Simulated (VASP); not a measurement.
# CO2 (Cmce) in VASP: notebook, part 2 of 2

VASP 6.6.1.

## (5) Single point, r2SCAN

This run uses another cell than the first one, of 13.47 Å³/atom.

Contents of POSCAR:

```
CO2
1.0
    2.6429037954     -2.3798745358      0.0000000000
    2.6429037954      2.3798745358      0.0000000000
    0.0000000000      0.0000000000      6.4270321019
C O
2 4
Direct
    0.0000000000      0.0000000000      0.0000000000
    0.5000000000      0.5000000000      0.5000000000
    0.8037318794      0.1962681206      0.8928652596
    0.1962681206      0.8037318794      0.1071347404
    0.6962681206      0.3037318794      0.3928652596
    0.3037318794      0.6962681206      0.6071347404
```

Contents of INCAR.step1:

```
  ALGO = Normal
  EDIFF = 1E-4
  ENCUT = 520
  GGA = PE
  ISMEAR = 0
  LASPH = T
  LCHARG = F
  LREAL = F
  LWAVE = T
  NBANDS = 25
  NELM = 60
  PREC = Accurate
  SIGMA = 0.01
```

Contents of INCAR.step2:

```
  ALGO = Normal
  EDIFF = 1E-7
  ENCUT = 520
  ISIF = 2
  ISMEAR = 0
  ISTART = 1
  LASPH = T
  LCHARG = T
  LELF = T
  LMIXTAU = T
  LREAL = F
  LVHAR = T
  LWAVE = F
  METAGGA = R2SCAN
  NBANDS = 25
  NELM = 60
  PREC = Accurate
  SIGMA = 0.01
```

Contents of KPOINTS:

```
k-points
0
Gamma
  8 8 4
```

Potentials or basis: VASP PAW PBE potentials, release 64 (C, O).

On the command line:

```console
> cat potpaw_PBE.64/C/POTCAR potpaw_PBE.64/O/POTCAR > POTCAR
> cp INCAR.step1 INCAR
> mpirun -np 1 vasp_std > vasp.out
> cp INCAR.step2 INCAR
> mpirun -np 1 vasp_std > vasp.out
```

OUTCAR:

```text
EDIFF = 1E-7
   ENCUT = 520
   ISIF = 2
   ISMEAR = 0
   ISTART = 1
   LASPH = T
   LREAL = F
   METAGGA = R2SCAN
   NELM = 60
   PREC = Accurate

 ion  position               nearest neighbor table
   1  0.000  0.000  0.000-   3 1.16   4 1.16
   2  0.500  0.500  0.500-   5 1.16   6 1.16
   3  0.804  0.196  0.893-   1 1.16
   4  0.196  0.804  0.107-   1 1.16
   5  0.696  0.304  0.393-   2 1.16
   6  0.304  0.696  0.607-   2 1.16

  LATTYP: Found a base centered orthorhombic cell.
 ALAT       =     4.7597490716
 B/A-ratio  =     1.1105223219
 C/A-ratio  =     1.3502880100

  Lattice vectors:

 A1 = (  -2.6429037954,  -2.3798745358,   0.0000000000)
 A2 = (   2.6429037954,  -2.3798745358,   0.0000000000)
 A3 = (   0.0000000000,   0.0000000000,   6.4270321019)

Analysis of symmetry for initial positions (statically):
=====================================================================
 Subroutine PRICEL returns:
 Original cell was already a primitive cell.

 Routine SETGRP: Setting up the symmetry group for a
 base centered orthorhombic supercell.

 Subroutine GETGRP returns: Found  8 space group operations
 (whereof  4 operations were pure point group operations)
 out of a pool of  8 trial point group operations.

The static configuration has the point symmetry C_2h.
 The point group associated with its full space group is D_2h.

Analysis of symmetry for dynamics (positions and initial velocities):
=====================================================================
 Subroutine PRICEL returns:
 Original cell was already a primitive cell.

 Routine SETGRP: Setting up the symmetry group for a
 base centered orthorhombic supercell.

 Subroutine GETGRP returns: Found  8 space group operations
 (whereof  4 operations were pure point group operations)
 out of a pool of  8 trial point group operations.

[... 123 lines left out ...]
   EFERMI =   0.00;   METHOD = LEGACY
   ISMEAR =     0;   SIGMA  =   0.01  broadening in eV -4-tet -1-fermi 0-gaus
   EFERMI_NEDOS =   21; number of points for ismear=-14 and -15
   IALGO  =     38    algorithm
   IMIX   =      4    mixing-type and parameters
     AMIX     =   0.40;   BMIX     =  1.00
     AMIX_MAG =   1.60;   BMIX_MAG =  1.00
  volume/ion in A,a.u.               =      13.47        90.93
  Fermi-wavevector in a.u.,A,eV,Ry     =   1.201986  2.271425 19.657305  1.444771
  Thomas-Fermi vector in A             =   2.337780
   LORBIT       =      0    0 simple, 1 ext, 2 COOP (PROOUT), +10 PAW based schemes
   METAGGA = R2SCAN    functional components
   LHFCALC =     F    Hartree Fock is set to
   AEXX    =    0.0000 exact exchange contribution
   IVDW    =     0    specifies the selected vdW correction
   LEPSILON=     F    determine dielectric tensor
   LRPA    =     F    only Hartree local field effects (RPA)
 non-spin polarized calculation
 Gauss-broadening in eV      SIGMA  =   0.01
  energy-cutoff  :      520.00
  volume of cell :       80.85
 maximum number of plane-waves:      2196
 NGX is ok and might be reduce to    28
   NGX = 13   NGY = 13   NGZ = 23

 number of electron      32.0000018 magnetization

 Free energy of the ion-electron system (eV)
  ---------------------------------------------------
  ext. energy  EPLUGINS =         0.00000000
  ---------------------------------------------------
  free energy    TOTEN  =       -51.45801731 eV

  energy without entropy =      -51.45801731  energy(sigma->0) =      -51.45801731

 E-fermi :  -3.2751     XC(G=0):  -8.7738

 val. band max:       -3.3825443455   @ k =   0.5000   0.5000   0.0000
 cond. band min:       3.9048915779   @ k =   0.0000   0.0000   0.0000
 fundamental gap:      7.2874359234
 Fermi energy:        -3.2750705129

 k-point     1 :       0.0000    0.0000    0.0000
  band No.  band energies     occupation
      1     -25.5486      2.00000
      2     -25.3577      2.00000
      3     -24.2505      2.00000
      4     -24.1698      2.00000
      5      -8.9738      2.00000
      6      -8.9635      2.00000
[... 661 lines left out ...]
     24      12.2822      0.00000
     25      12.9777      0.00000

 [... further k-points ...]
[... 5 lines left out ...]
  --------------------------------------------------------------------------------------
  -------------------------------------------------------------------------------------
  Total        0.2483694      2.3548538      1.3650822      0.0000000      0.0000000      0.0000000
  in kB        4.9218995     46.6657931     27.0516349      0.0000000      0.0000000      0.0000000
  external PRESSURE =      26.2131092 kB  Pullay stress =       0.0000000 kB

 VOLUME and BASIS-vectors are now :
 -----------------------------------------------------------------------------
  energy-cutoff  :      520.00
  volume of cell :       80.85
      direct lattice vectors                 reciprocal lattice vectors
     2.642903795 -2.379874536  0.000000000     0.189185850 -0.210095109  0.000000000
     2.642903795  2.379874536  0.000000000     0.189185850  0.210095109  0.000000000
     0.000000000  0.000000000  6.427032102     0.000000000  0.000000000  0.155592812

 POSITION                                       TOTAL-FORCE (eV/Angst)
 -----------------------------------------------------------------------------------
      0.00000      0.00000      0.00000         0.000000      0.000000     -0.000000
      2.64290      0.00000      3.21352        -0.000000      0.000000     -0.000000
      2.64290     -1.44569      5.73847         0.000000      0.570171     -0.420153
      2.64290      1.44569      0.68856         0.000000     -0.570171      0.420153
      2.64290     -0.93419      2.52496         0.000000     -0.570171     -0.420153
      2.64290      0.93419      3.90207         0.000000      0.570171      0.420153
 -----------------------------------------------------------------------------------
    total drift:                                0.000000     -0.000000      0.000000

  FREE ENERGIE OF THE ION-ELECTRON SYSTEM (eV)
  ---------------------------------------------------
  free  energy   TOTEN  =       -51.4580173071 eV

  energy  without entropy=      -51.4580173071  energy(sigma->0) =      -51.45801731
```

Run time: 9.7 min. Hardware: 1 thread of Intel Xeon 8259CL, shared host; peak memory 0.25 GiB.

Results:

```
Free energy            : -51.4580 eV
Pressure               : 2.6 GPa
Largest force          : 0.708 eV/Å
Band gap on the k mesh : 7.29 eV (least direct gap 7.86 eV)
```

Forces on the atoms (eV/Å):
```
C    0.000  0.000  0.000
C    0.000  0.000  0.000
O    0.000  0.570 -0.420
O    0.000 -0.570  0.420
O    0.000 -0.570 -0.420
O    0.000  0.570  0.420
```

Caveat: the PAW data sets were made with another functional, which shifts forces and pressure a little. A k mesh can miss the band edges.

## (6) The runs side by side

| cell | gap on the mesh (eV) | pressure (GPa) | largest force (eV/Å) |
| --- | --- | --- | --- |
| a = 3.424, b = 3.424, c = 6.188 Å, angles 90.0, 90.0, 84.0°, 6 atoms, atomic positions A | 7.39 | 5.0 | 0.70 |
| a = 3.491, b = 3.491, c = 6.427 Å, angles 90.0, 90.0, 81.6°, 6 atoms, atomic positions B | 7.36 | 3.4 | 0.71 |
| a = 3.539, b = 3.539, c = 6.427 Å, angles 90.0, 90.0, 84.5°, 6 atoms, atomic positions C | 7.29 | 2.7 | 0.71 |
| a = 3.557, b = 3.557, c = 6.427 Å, angles 90.0, 90.0, 84.0°, 6 atoms, atomic positions C | 7.29 | 2.6 | 0.71 |

Alike in all rows: task single point; level r2SCAN; potentials or basis VASP PAW PBE potentials, release 64 (C, O); no spin polarisation; k mesh 8 × 8 × 4; cutoff (eV) 520; smearing gaussian 0.01 eV.

Caveats: the PAW data sets were made with another functional, which shifts forces and pressure a little; the cell stands under pressure (at least some runs).

Total energies depend on the potentials used, so only differences within one code and one set of settings carry meaning.
